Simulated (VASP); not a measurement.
Input of a VASP 6.6.1 run:

Contents of INCAR:

```
SYSTEM = BiTe
PREC = Accurate
ENCUT = 500
EDIFF = 1E-7
ISMEAR = -1
SIGMA = 0.05
LREAL = .FALSE.
LASPH = .TRUE.
NELM = 120
ALGO = Normal
ISIF = 3
LWAVE = .FALSE.
LCHARG = .FALSE.
GGA = CA
IBRION = 2
NSW = 80
EDIFFG = -0.01
PSTRESS = 200.0
GGA_COMPAT = .FALSE.
NELMIN = 4
```

The input KPOINTS:

```
Automatic mesh
0
G
  6 6 6
  0 0 0
```

Contents of POSCAR:

```
BiTe
1.0
    0.0000000000      3.4550000000      3.4550000000
    3.4550000000      0.0000000000      3.4550000000
    3.4550000000      3.4550000000      0.0000000000
Bi Te
1 1
Direct
    0.0000000000      0.0000000000      0.0000000000
    0.2500000000      0.2500000000      0.2500000000
```

Potentials or basis: VASP PAW LDA potentials, release 64 (Bi_d, Te).

The run is started by

```bash
$ cat potpaw_LDA.64/Bi_d/POTCAR potpaw_LDA.64/Te/POTCAR > POTCAR
$ mpirun -np 1 vasp_std > vasp.out
```

(1) Predict the space group after relaxing (to 0.1 Å).

(2) Estimate the band gap on the k mesh.

(3) What does it give for the relaxed cell?

(4) Estimate the relaxed volume.

## Answers

(1) F-43m (No. 216).

(2) zero (an odd number of electrons rules out a gap without spin polarisation).

(3) a = 4.521 Å, b = 4.521 Å, c = 4.521 Å, α = 60.00°, β = 60.00°, γ = 60.00°.

(4) 32.67 Å³/atom.

Caveat: the cell is relaxed towards a set pressure, so the run minimises the enthalpy, not the energy; the volume moved by over 15 % at a fixed basis, so the end points are rough; spin-orbit coupling is left out, which moves the levels of the heavy elements.
